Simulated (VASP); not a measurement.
## TaPb: single point with PBE

TaPb:

```
CELL_PARAMETERS angstrom
0.00000 2.88425 2.88425
2.88425 0.00000 2.88425
2.88425 2.88425 0.00000
ATOMIC_POSITIONS crystal
Ta 0.50000 0.50000 0.50000
Pb 0.00000 0.00000 0.00000
```

- Program: VASP 6.6.1
- Task: single point
- Functional: PBE
- Potentials or basis: VASP PAW PBE potentials, release 64 (Ta_pv, Pb_d)
- Cutoff: 520 eV
- k mesh: 6 × 6 × 6
- Occupations: gaussian, width 0.1 eV
- Spin: no spin polarisation
- Dipole correction: no
- Further INCAR settings: ALGO = Fast; EDIFF = 1e-07; NBANDS = 20

| Quantity | Value |
| --- | --- |
| Pressure | -0.1 GPa |

Levels at points of the mesh, in eV from the Fermi level:
```csv
k point,band 10,band 11,band 12,band 13,band 14,band 15
"(0.00, 0.00, 0.00)",-0.58,-0.58,-0.58,0.23,0.23,2.73
"(0.50, 0.00, 0.00)",-5.80,-2.59,-2.59,0.54,0.54,0.75
"(0.50, 0.50, 0.00)",-3.62,-1.81,-0.25,-0.25,0.84,1.10
```

It took 37 s on 1 thread of AMD EPYC 7R43 64-Core Processor (Zen 3) (shared host), peak memory 0.13 GiB.

Caveat: spin-orbit coupling is left out, which moves the levels of the heavy elements.
